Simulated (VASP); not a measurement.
Wanted: the native input for a VASP 6.6.1 run.

```
Task                   : single point
Functional             : PBEsol
Potentials or basis    : VASP PAW PBE potentials, release 64 (Mg, O)
Cutoff                 : 600 eV
k mesh                 : 8 × 8 × 8
Occupations            : gaussian, width 0.01 eV
Spin                   : no spin polarisation
Dipole correction      : no
Further INCAR settings : ALGO = Normal; EDIFF = 1e-06; NBANDS = 11
```

The structure of MgO (x) lies in POSCAR:

```
MgO
1.0
    0.0000000000      2.1060000000      2.1060000000
    2.1060000000      0.0000000000      2.1060000000
    2.1060000000      2.1060000000      0.0000000000
Mg O
1 1
Direct
    0.0000000000      0.0000000000      0.0000000000
    0.5000000000      0.5000000000      0.5000000000
```

These files were run (other wordings do the same):

INCAR

```
SYSTEM = MgO
PREC = Accurate
ENCUT = 600
EDIFF = 1E-6
ISMEAR = 0
SIGMA = 0.01
LREAL = .FALSE.
LASPH = .TRUE.
NELM = 120
ALGO = Normal
ISIF = 2
LWAVE = .FALSE.
LCHARG = .FALSE.
GGA = PS
NBANDS = 11
GGA_COMPAT = .FALSE.
```

KPOINTS

```
Automatic mesh
0
G
  8 8 8
  0 0 0
```

Potentials or basis: VASP PAW PBE potentials, release 64 (Mg, O).

Launch:

```console
$ cat potpaw_PBE.64/Mg/POTCAR potpaw_PBE.64/O/POTCAR > POTCAR
$ mpirun -np 1 vasp_std > vasp.out
```

Results of the run:

```yaml
Pressure: -0.5 GPa
Band_gap_on_the_k_mesh: 4.64 eV, direct
```

Caveat: the PAW data sets were made with another functional, which shifts forces and pressure a little.

Wall time 5 s on 1 thread of AMD EPYC 7R13 Processor (Zen 3), on a shared host, peak memory 0.11 GiB.
